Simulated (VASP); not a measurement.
# Ta (Fm-3m) in VASP: further runs

Ta is run at these levels: PBE; tasks: single point, relaxation of cell and atoms.

Everything below comes from runs of VASP 6.6.1. Logs are shortened: lines on timing, memory, paths and dates and some standing lists are left out, and cuts for length are marked.

### 1 The cell of the first run

The structure is cubic, space group Fm-3m (No. 225). Conventional cell: a = 4.223 Å, b = 4.223 Å, c = 4.223 Å, α = 90.00°, β = 90.00°, γ = 90.00°. Ta (site symmetry m-3m) has 12 Ta at 2.99 Å within 3.9 Å.

This isn't the form of Ta at room conditions, which is bcc.

### 2 Single point, PBE

The input, INCAR:

```
  ALGO = Normal
  EDIFF = 1E-6
  ENCUT = 520
  GGA = PE
  ISIF = 2
  ISMEAR = -1
  LASPH = T
  LCHARG = T
  LELF = T
  LREAL = F
  LVHAR = T
  LWAVE = F
  NBANDS = 12
  NELM = 100
  PREC = Accurate
  SIGMA = 0.05
```

The input, KPOINTS:

```
k-points
0
Gamma
  17 17 17
```

The input, POSCAR:

```
Ta
1.0
    0.0000000000      2.1113404737      2.1113404737
    2.1113404737      0.0000000000      2.1113404737
    2.1113404737      2.1113404737      0.0000000000
Ta
1
Direct
    0.0000000000      0.0000000000      0.0000000000
```

Potentials or basis: VASP PAW PBE potentials, release 64 (Ta_pv).

On the command line:

```
$ cat potpaw_PBE.64/Ta_pv/POTCAR > POTCAR
$ mpirun -np 1 vasp_std > vasp.out
```

OUTCAR:

```text
EDIFF = 1E-6
   ENCUT = 520
   GGA = PE
   ISIF = 2
   ISMEAR = -1
   LASPH = T
   LREAL = F
   NELM = 100
   PREC = Accurate

 ion  position               nearest neighbor table
   1  0.000  0.000  0.000-

  LATTYP: Found a face centered cubic cell.
 ALAT       =     4.2226809474

  Lattice vectors:

 A1 = (   0.0000000000,   2.1113404737,   2.1113404737)
 A2 = (   2.1113404737,   0.0000000000,   2.1113404737)
 A3 = (   2.1113404737,   2.1113404737,   0.0000000000)

Analysis of symmetry for initial positions (statically):
=====================================================================
 Subroutine PRICEL returns:
 Original cell was already a primitive cell.

 Routine SETGRP: Setting up the symmetry group for a
 face centered cubic supercell.

 Subroutine GETGRP returns: Found 48 space group operations
 (whereof 48 operations were pure point group operations)
 out of a pool of 48 trial point group operations.

The static configuration has the point symmetry O_h .

Analysis of symmetry for dynamics (positions and initial velocities):
=====================================================================
 Subroutine PRICEL returns:
 Original cell was already a primitive cell.

 Routine SETGRP: Setting up the symmetry group for a
 face centered cubic supercell.

 Subroutine GETGRP returns: Found 48 space group operations
 (whereof 48 operations were pure point group operations)
 out of a pool of 48 trial point group operations.

The dynamic configuration has the point symmetry O_h .

 Subroutine INISYM returns: Found 48 space group operations
 (whereof 48 operations are pure point group operations),
 and found     1 'primitive' translations

----------------------------------------------------------------------------------------

                                     Primitive cell

  volume of cell :      18.8237

  direct lattice vectors                    reciprocal lattice vectors
     0.000000000  2.111340474  2.111340474    -0.236816376  0.236816376  0.236816376
     2.111340474  0.000000000  2.111340474     0.236816376 -0.236816376  0.236816376
     2.111340474  2.111340474  0.000000000     0.236816376  0.236816376 -0.236816376

  length of vectors
     2.985886333  2.985886333  2.985886333     0.410177996  0.410177996  0.410177996

  position of ions in fractional coordinates (direct lattice)
     0.000000000  0.000000000  0.000000000

  ion indices of the primitive-cell ions
   primitive index   ion index
                 1           1

----------------------------------------------------------------------------------------

 KPOINTS: k-points

Automatic generation of k-mesh.
 Grid dimensions read from file:
 generate k-points for:   17   17   17

 Generating k-lattice:

  Cartesian coordinates                     Fractional coordinates (reciprocal lattice)
    -0.013930375  0.013930375  0.013930375     0.058823529  0.000000000  0.000000000
     0.013930375 -0.013930375  0.013930375     0.000000000  0.058823529  0.000000000
     0.013930375  0.013930375 -0.013930375     0.000000000  0.000000000  0.058823529

  Length of vectors
     0.024128117  0.024128117  0.024128117

  Shift w.r.t. Gamma in fractional coordinates (k-lattice)
     0.000000000  0.000000000  0.000000000

 Subroutine IBZKPT returns following result:
 ===========================================

 Found    165 irreducible k-points:

 Following reciprocal coordinates:
            Coordinates               Weight
  0.000000  0.000000  0.000000      1.000000
  0.058824  0.000000  0.000000      8.000000
  0.117647  0.000000  0.000000      8.000000
  0.176471  0.000000  0.000000      8.000000
  0.235294  0.000000  0.000000      8.000000
  0.294118  0.000000  0.000000      8.000000
[... 16 lines left out ...]
 -0.176471  0.058824  0.000000     24.000000
 -0.117647  0.058824  0.000000     24.000000
 [... further k-points ...]
   k-points           NKPTS =    165   k-points in BZ     NKDIM =    165   number of bands    NBANDS=     12
   number of dos      NEDOS =    301   number of ions     NIONS =      1
   total plane-waves  NPLWV =  13824
   dimension x,y,z NGX =    24 NGY =   24 NGZ =   24
   dimension x,y,z NGXF=    48 NGYF=   48 NGZF=   48
   ions per type =               1
   NGX,Y,Z   is equivalent  to a cutoff of  13.36, 13.36, 13.36 a.u.
   NGXF,Y,Z  is equivalent  to a cutoff of  26.73, 26.73, 26.73 a.u.
 SYSTEM =  unknown system
   PREC   = accura    normal or accurate (medium, high low for compatibility)
   ISTART =      0    job   : 0-new  1-cont  2-samecut
   ICHARG =      2    charge: 1-file 2-atom 10-const
   ISPIN  =      1    spin polarized calculation?
   LNONCOLLINEAR =      F non collinear calculations
   LSORBIT =      F    spin-orbit coupling
   LASPH  =      T    aspherical Exc in radial PAW
   ENCUT  =  520.0 eV  38.22 Ry    6.18 a.u.   5.55  5.55  5.55*2*pi/ulx,y,z
   NELM   =    100;   NELMIN=  2; NELMDL= -5     # of ELM steps
[... 120 lines left out ...]
      9       8.8816      0.00000
     10      18.2285      0.00000
     11      19.6291      0.00000
     12      21.5464      0.00000

 k-point     6 :       0.2941    0.0000    0.0000
  band No.  band energies     occupation
      1     -28.7906      2.00000
      2     -28.2200      2.00000
      3     -28.2200      2.00000
      4      -0.0034      2.00000
      5       4.8005      2.00000
      6       6.2288      0.00000
      7       6.2288      0.00000
      8       9.4121      0.00000
      9       9.4121      0.00000
     10      17.3281      0.00000
     11      19.6271      0.00000
     12      21.3034      0.00000

 k-point     7 :       0.3529    0.0000    0.0000
  band No.  band energies     occupation
      1     -28.9506      2.00000
      2     -28.2420      2.00000
      3     -28.2420      2.00000
      4       0.5218      2.00000
      5       5.0920      1.99954
      6       6.0175      0.00008
      7       6.0175      0.00008
      8      10.1107      0.00000
      9      10.1107      0.00000
     10      16.5797      0.00000
     11      19.6025      0.00000
     12      19.8571      0.00000

 k-point     8 :       0.4118    0.0000    0.0000
  band No.  band energies     occupation
      1     -29.0686      2.00000
      2     -28.2584      2.00000
      3     -28.2584      2.00000
      4       0.7928      2.00000
      5       5.6422      0.13511
      6       5.8388      0.00283
      7       5.8388      0.00283
      8      10.7801      0.00000
      9      10.7801      0.00000
     10      15.9659      0.00000
     11      18.3973      0.00000
     12      19.6354      0.00000
[... 166 lines left out ...]
 k-point    20 :      -0.3529    0.0588    0.0000
  band No.  band energies     occupation
      1     -28.9879      2.00000
      2     -28.2838      2.00000
      3     -28.2422      2.00000
      4       0.7640      2.00000
      5       5.1341      1.99894
      6       5.8356      0.00303
      7       6.0321      0.00006
      8       9.9401      0.00000
      9      10.8999      0.00000
     10      16.4952      0.00000
     11      19.3516      0.00000
     12      19.6495      0.00000

 k-point    21 :      -0.2941    0.0588    0.0000
  band No.  band energies     occupation
      1     -28.8442      2.00000
      2     -28.2655      2.00000
      3     -28.2182      2.00000
      4       0.3194      2.00000
      5       4.7637      2.00000
      6       6.0461      0.00004
      7       6.2480      0.00000
      8       9.1593      0.00000
      9      10.2230      0.00000
     10      17.2810      0.00000
     11      19.6263      0.00000
     12      20.8970      0.00000

 k-point    22 :      -0.2353    0.0588    0.0000
  band No.  band energies     occupation
      1     -28.6722      2.00000
      2     -28.2410      2.00000
      3     -28.1927      2.00000
      4      -0.3558      2.00000
      5       4.7174      2.00000
      6       6.2636      0.00000
      7       6.4546      0.00000
      8       8.5240      0.00000
      9       9.5787      0.00000
     10      18.1518      0.00000
     11      19.6292      0.00000
     12      21.7687      0.00000

 k-point    23 :      -0.1765    0.0588    0.0000
  band No.  band energies     occupation
      1     -28.4944      2.00000
      2     -28.2132      2.00000
      3     -28.1692      2.00000
      4      -1.1069      2.00000
      5       4.9407      1.99998
      6       6.3712      0.00000
      7       6.4959      0.00000
      8       8.2362      0.00000
      9       9.1379      0.00000
     10      19.1170      0.00000
     11      19.6320      0.00000
     12      21.0474      0.00000

 k-point    24 :      -0.1176    0.0588    0.0000
  band No.  band energies     occupation
      1     -28.3357      2.00000
      2     -28.1854      2.00000
      3     -28.1507      2.00000
      4      -1.7728      2.00000
      5       5.2909      1.97574
      6       6.3066      0.00000
      7       6.3192      0.00000
      8       8.3459      0.00000
      9       8.9625      0.00000
     10      19.5338      0.00000
     11      19.6273      0.00000
     12      20.5393      0.00000

 [... further k-points ...]

------------------------ aborting loop because EDIFF is reached ----------------------------------------

  FORCE on cell =-STRESS in cart. coord.  units (eV):
  Direction    XX          YY          ZZ          XY          YZ          ZX
  --------------------------------------------------------------------------------------
  -------------------------------------------------------------------------------------
  Total        0.0016437      0.0016437      0.0016437      0.0000000     -0.0000000      0.0000000
  in kB        0.1399039      0.1399039      0.1399039      0.0000000     -0.0000000      0.0000000
  external PRESSURE =       0.1399039 kB  Pullay stress =       0.0000000 kB

 VOLUME and BASIS-vectors are now :
 -----------------------------------------------------------------------------
  energy-cutoff  :      520.00
  volume of cell :       18.82
      direct lattice vectors                 reciprocal lattice vectors
     0.000000000  2.111340474  2.111340474    -0.236816376  0.236816376  0.236816376
     2.111340474  0.000000000  2.111340474     0.236816376 -0.236816376  0.236816376
     2.111340474  2.111340474  0.000000000     0.236816376  0.236816376 -0.236816376

 POSITION                                       TOTAL-FORCE (eV/Angst)
 -----------------------------------------------------------------------------------
      0.00000      0.00000      0.00000        -0.000000     -0.000000     -0.000000
 -----------------------------------------------------------------------------------
    total drift:                                0.000000      0.000000     -0.000000

  FREE ENERGIE OF THE ION-ELECTRON SYSTEM (eV)
  ---------------------------------------------------
  free  energy   TOTEN  =       -11.5797877472 eV

  energy  without entropy=      -11.5701595177  energy(sigma->0) =      -11.57497363
```

Run time: 22 s. Hardware: 1 thread of Intel Xeon Platinum 8259CL at 2.50GHz (Skylake/Cascade Lake), shared host; peak memory 0.16 GiB.

Results:

- Free energy: -11.5798 eV
- Pressure: 0.0 GPa
- Band gap on the k mesh: zero (an odd number of electrons rules out a gap without spin polarisation)

Caveat: spin-orbit coupling is left out, which moves the levels of the heavy elements.

### 3 Single point, PBE

The input, INCAR:

```
SYSTEM = Ta
PREC     = Accurate       ! precision mode
ENCUT    = 520            ! plane-wave cutoff, eV
EDIFF    = 1E-7           ! SCF threshold, eV
ISMEAR   = -1             ! smearing method
SIGMA    = 0.05           ! smearing width, eV
LREAL    = .False.        ! projectors in reciprocal space
LASPH    = .True.         ! aspherical terms in the spheres
NELM     = 100            ! most SCF steps
ALGO     = Normal         ! electronic algorithm
ISIF     = 2              ! what is computed and relaxed
LWAVE    = .False.        ! write WAVECAR
LCHARG   = .True.         ! write CHGCAR
GGA      = PE             ! functional
LELF     = .True.         ! ELF
LVHAR    = .True.       
NBANDS   = 12             ! bands
```

The input, KPOINTS:

```
Automatic mesh
0
Gamma
  17 17 17
  0 0 0
```

POSCAR is that of step 2.

Potentials or basis: VASP PAW PBE potentials, release 64 (Ta_pv).

On the command line:

```
$ cat potpaw_PBE.64/Ta_pv/POTCAR > POTCAR
$ mpirun -np 1 vasp_std > vasp.out
```

Run time: 22 s. Hardware: 1 thread of Intel Xeon Platinum 8259CL at 2.50GHz (Skylake/Cascade Lake), shared host; peak memory 0.17 GiB.

The run converged. Its results:

| Quantity | Value |
| --- | --- |
| Free energy | -11.5798 eV |
| Pressure | 0.0 GPa |
| Band gap on the k mesh | zero (an odd number of electrons rules out a gap without spin polarisation) |

Levels at points of the mesh, in eV from the Fermi level:
| k point | band 2 | band 3 | band 4 | band 5 | band 6 | band 7 | band 8 | band 9 |
| --- | --- | --- | --- | --- | --- | --- | --- | --- |
| (0.00, 0.00, 0.00) | -33.64 | -33.64 | -8.12 | 0.44 | 0.44 | 0.44 | 3.43 | 3.43 |

Caveat: spin-orbit coupling is left out, which moves the levels of the heavy elements.

### 4 Relaxation of cell and atoms, PBE

This run uses another cell than the first one, of 18.32 Å³/atom.

The input, INCAR:

```
SYSTEM = Ta
PREC     = Accurate       ! precision mode
ENCUT    = 600            ! plane-wave cutoff, eV
EDIFF    = 1E-7           ! SCF threshold, eV
ISMEAR   = -1             ! smearing method
SIGMA    = 0.05           ! smearing width, eV
LREAL    = .False.        ! projectors in reciprocal space
LASPH    = .True.         ! aspherical terms in the spheres
NELM     = 80             ! most SCF steps
ALGO     = Normal         ! electronic algorithm
ISIF     = 3              ! what is computed and relaxed
LWAVE    = .False.        ! write WAVECAR
LCHARG   = .False.        ! write CHGCAR
GGA      = PE             ! functional
IBRION   = 2              ! ionic algorithm
NSW      = 60             ! ionic steps
EDIFFG   = -0.005         ! ionic threshold
```

The input, KPOINTS:

```
regular mesh
0
Gamma
  17 17 17
  0 0 0
```

The input, POSCAR:

```
Ta
1.0
    0.0000000000      2.0923759827      2.0923759827
    2.0923759827      0.0000000000      2.0923759827
    2.0923759827      2.0923759827      0.0000000000
Ta
1
Direct
    0.0000000000      0.0000000000      0.0000000000
```

On the command line:

```
$ cat potpaw_PBE.64/Ta_pv/POTCAR > POTCAR
$ mpirun -np 1 vasp_std > vasp.out
```

Run time: 49 s. Hardware: 1 thread of Intel Xeon Platinum 8259CL at 2.50GHz (Skylake/Cascade Lake), shared host; peak memory 0.18 GiB.

It converged, with:

- Free energy: -11.5799 eV
- Relaxed volume: 18.83 Å³/atom
- Relaxed cell: a = 2.986 Å, b = 2.986 Å, c = 2.986 Å, α = 60.00°, β = 60.00°, γ = 60.00°
- Space group after relaxing (to 0.1 Å): Fm-3m (No. 225)
- Energy gained by relaxing: 8.5 meV/atom
- Ionic steps: 4
- Pressure after relaxing: 0.0 GPa
- Band gap on the k mesh: zero (an odd number of electrons rules out a gap without spin polarisation)

Step by step:
```csv
step,energy change (eV),largest force (eV/Å),pressure (GPa),volume (Å³)
1,0.0000,0.0000,5.53,18.32
2,0.0346,0.0000,-10.73,20.05
3,-0.0085,0.0000,-0.11,18.84
4,-0.0085,0.0000,0.00,18.83
```

Final structure:
```xyz
1
Lattice="0.0000 2.1115 2.1115 2.1115 0.0000 2.1115 2.1115 2.1115 0.0000" Properties=species:S:1:pos:R:3 pbc="T T T"
Ta    0.0000    0.0000    0.0000
```

Levels at points of the mesh, in eV from the Fermi level:
```
           k point  band 2  band 3  band 4  band 5  band 6  band 7  band 8  band 9
(0.00, 0.00, 0.00)  -33.65  -33.65   -8.12    0.44    0.44    0.44    3.43    3.43
```

Caveat: spin-orbit coupling is left out, which moves the levels of the heavy elements.

### 5 Relaxation of cell and atoms, PBE

The input, INCAR:

```
SYSTEM = Ta
PREC = Accurate
ENCUT = 600
EDIFF = 1E-6
ISMEAR = -1
SIGMA = 0.05
LREAL = .FALSE.
LASPH = .TRUE.
NELM = 80
ALGO = Normal
ISIF = 3
LWAVE = .FALSE.
LCHARG = .FALSE.
GGA = PE
IBRION = 2
NSW = 45
EDIFFG = -0.005
```

The input, KPOINTS:

```
regular mesh
0
G
  17 17 17
  0 0 0
```

The input, POSCAR:

```
Ta
1.0
    0.0000000000      2.1113404737      2.1113404737
    2.1113404737      0.0000000000      2.1113404737
    2.1113404737      2.1113404737      0.0000000000
Ta
1
Direct
    0.0000000000      0.0000000000      0.0000000000
```

On the command line:

```
$ cat potpaw_PBE.64/Ta_pv/POTCAR > POTCAR
$ mpirun -np 1 vasp_std > vasp.out
```

It took 17 s on 1 thread of Intel Xeon Platinum 8259CL at 2.50GHz (Skylake/Cascade Lake), shared host; peak memory 0.16 GiB.

Results (log left out):

```
Free energy             : -11.5800 eV
Pressure after relaxing : 0.0 GPa
Band gap on the k mesh  : zero (an odd number of electrons rules out a gap without spin polarisation)
```

Final structure:
```
Ta
1.0
     0.00000    2.11134    2.11134
     2.11134    0.00000    2.11134
     2.11134    2.11134    0.00000
Ta
1
Cartesian
  0.0000 0.0000 0.0000
```

Levels at points of the mesh, in eV from the Fermi level:
| k point | band 3 | band 4 | band 5 | band 6 | band 7 | band 8 |
| --- | --- | --- | --- | --- | --- | --- |
| (0.00, 0.00, 0.00) | -33.64 | -8.12 | 0.44 | 0.44 | 0.44 | 3.43 |

Caveat: the relaxation stopped at its first step, so nothing moved; spin-orbit coupling is left out, which moves the levels of the heavy elements.

### 6 Overview

```csv
task,cell,cutoff (eV),gap on the mesh (eV),pressure (GPa)
single point,"a = 2.986 Å, angles 60.0°, 1 atom",520,none,0.0
relaxation of cell and atoms,"relaxed from a = 2.959 Å, angles 60.0°, 1 atom",600,none,0.0
relaxation of cell and atoms,"relaxed from a = 2.986 Å, angles 60.0°, 1 atom",600,none,0.0
```

Alike in all rows: level PBE; potentials or basis VASP PAW PBE potentials, release 64 (Ta_pv); no spin polarisation; k mesh 17 × 17 × 17; smearing fermi-dirac 0.05 eV.

Caveats: spin-orbit coupling is left out, which moves the levels of the heavy elements; the relaxation stopped at its first step, so nothing moved (at least some runs).

Total energies depend on the potentials used, so only differences within one code and one set of settings carry meaning.
